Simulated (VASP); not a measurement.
Set up this calculation in VASP 6.6.1, as the native input.

```yaml
Task: single point
Functional: LDA
Potentials_or_basis: VASP PAW LDA potentials, release 64 (P)
Cutoff: 520 eV
k_mesh: 10 × 10 × 10
Occupations: fermi-dirac, width 0.1 eV
Spin: no spin polarisation
Dipole_correction: no
Further_INCAR_settings: ALGO = Normal; EDIFF = 1e-06; NBANDS = 12
```

The structure of P lies in POSCAR:

```
P
1.0
    0.0000000000      2.6704019157      2.6704019157
    2.6704019157      0.0000000000      2.6704019157
    2.6704019157      2.6704019157      0.0000000000
P
2
Direct
    0.1250000000      0.1250000000      0.1250000000
    0.8750000000      0.8750000000      0.8750000000
```

This isn't the form of P at room conditions, which is orthorhombic.

These files were run (other wordings do the same):

INCAR

```
SYSTEM = P
PREC = Accurate
ENCUT = 520
EDIFF = 1E-6
ISMEAR = -1
SIGMA = 0.1
LREAL = .FALSE.
LASPH = .TRUE.
NELM = 80
ALGO = Normal
ISIF = 2
LWAVE = .FALSE.
LCHARG = .FALSE.
NBANDS = 12
```

KPOINTS

```
regular mesh
0
G
  10 10 10
  0 0 0
```

Potentials or basis: VASP PAW LDA potentials, release 64 (P).

Command:

```bash
$ cat potpaw_LDA.64/P/POTCAR > POTCAR
$ mpirun -np 1 vasp_std > vasp.out
```

It gave:

```
Pressure               : -0.2 GPa
Band gap on the k mesh : zero (bands 5 and 6 overlap by 2.38 eV)
```

Run time: 6.2 s on 1 thread of Intel(R) Xeon(R) 6975P-C (Granite Rapids), on a shared host, peak memory 0.13 GiB.
